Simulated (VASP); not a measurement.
Input of a VASP 6.6.1 run:

Contents of INCAR:

```
SYSTEM = AlCo
PREC = Accurate
ENCUT = 520
EDIFF = 1E-6
ISMEAR = 0
SIGMA = 0.15
LREAL = .False.
LASPH = .True.
NELM = 100
ALGO = Fast
ISIF = 2
LWAVE = .False.
LCHARG = .False.
GGA = PS
NBANDS = 20
```

File KPOINTS:

```
Automatic mesh
0
Gamma
  22 16 16
  0 0 0
```

POSCAR

```
AlCo
1.0
   -2.8225855360      0.0000000000      0.0000000000
    0.0000000000      2.8225855360      2.8225855360
    0.0000000000      2.8225855360     -2.8225855360
Al Co
2 2
Direct
    0.0000000000      0.0221428188     -0.0221428188
    0.0000000000      0.5221428188      0.4778571812
    0.5000000000      0.4898622953      0.0101377047
    0.5000000000     -0.0101377047      0.5101377047
```

Potentials or basis: VASP PAW PBE potentials, release 64 (Al, Co).

The run is started by

```sh
$ cat potpaw_PBE.64/Al/POTCAR potpaw_PBE.64/Co/POTCAR > POTCAR
$ mpirun -np 1 vasp_std > vasp.out
```

Problem. Estimate the band gap on the k mesh.

Solution. Zero (bands 12 and 13 overlap by 1.05 eV).

Problem. Predict the pressure.

Solution. 2.7 GPa.

Stress tensor (GPa, compression positive):
```
3.46 0.00 0.00
0.00 3.46 0.00
0.00 0.00 1.26
```

Caveat: the cell differs from its parent crystal (atoms displaced along a vibrational mode); the PAW data sets were made with another functional, which shifts forces and pressure a little; the run has no spin polarisation, though such a crystal can be magnetic. Spin polarisation is off, so any magnetic state and its effect on volume and gap are missing.
